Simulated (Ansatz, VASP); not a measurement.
## Two plane-wave programs on ZnAg

File INCAR:

```
SYSTEM = ZnAg
PREC = Accurate ; ENCUT = 520
EDIFF = 1E-8 ; ISMEAR = -1
SIGMA = 0.03 ; LREAL = .FALSE.
LASPH = .TRUE. ; NELM = 60
ALGO = Normal ; ISIF = 2
LWAVE = .FALSE. ; LCHARG = .FALSE.
GGA = CA ; LEFG = .TRUE.
NBANDS = 18
```

Contents of KPOINTS:

```
regular mesh
0
G
  12 12 12
  0 0 0
```

POSCAR

```
ZnAg
1.0
    3.1560000000      0.0000000000      0.0000000000
    0.0000000000      3.1560000000      0.0000000000
    0.0000000000      0.0000000000      3.1560000000
Zn Ag
1 1
Direct
    0.5000000000      0.5000000000      0.5000000000
    0.0000000000      0.0000000000      0.0000000000
```

Input for Ansatz:

```yaml
crystal:
  lattice:
    - [3.156, 0.0, 0.0]
    - [0.0, 3.156, 0.0]
    - [0.0, 0.0, 3.156]
  atoms:
    - { symbol: Zn, position: [0.5, 0.5, 0.5] }
    - { symbol: Ag, position: [0.0, 0.0, 0.0] }
kpoints:
  mp_grid: { grid: [12, 12, 12] }
  band_path:
    path:
      - [0.0, 0.0, 0.0]
      - [0.0, 0.5, 0.0]
      - [0.5, 0.5, 0.0]
      - [0.0, 0.0, 0.0]
      - [0.5, 0.5, 0.5]
      - [0.0, 0.5, 0.0]
      - [0.5, 0.5, 0.5]
      - [0.5, 0.5, 0.0]
    npoints: 14
scf:
  occupations: { method: fermi_dirac, width: 0.03 }
hamiltonian:
  xc: lda
  pseudopotentials: { kind: paw }
output:
  forces: true
  stress: true
  eigenvalues: true
  efg: { contact_densities: true }
  populations: true
  bader: true
  dos: { projected: true, de: 0.2, e_range: [-14, 8] }
  write_density: true
  write_potential: true
  elf: true
  volumetric_format: npy
```

Alike in both runs: task electric field gradients; functional LDA; k mesh 12 × 12 × 12; occupations fermi-dirac, width 0.03 eV; no spin polarisation.

|  | VASP | Ansatz |
| --- | --- | --- |
| version | VASP 6.6.1 | Ansatz 0.2.0 |
| potentials or method | VASP PAW LDA potentials, release 64 (Zn, Ag) | PAW with Ansatz's default frozen-core files, scalar-relativistic |
| plane-wave cutoff (eV) | 520 | 420 |
| valence electrons in the cell | 23 | 31 |

|  | VASP | Ansatz | Ansatz less VASP |
| --- | --- | --- | --- |
| pressure (GPa) | -7.7 | -8.1 | -0.41 |

LDA's correlation is that of Perdew and Zunger in VASP and of Perdew and Wang (1992) in Ansatz. VASP's potentials hold 23 valence electrons a cell and Ansatz's 31, so a difference there can come from the potentials and not from the codes.
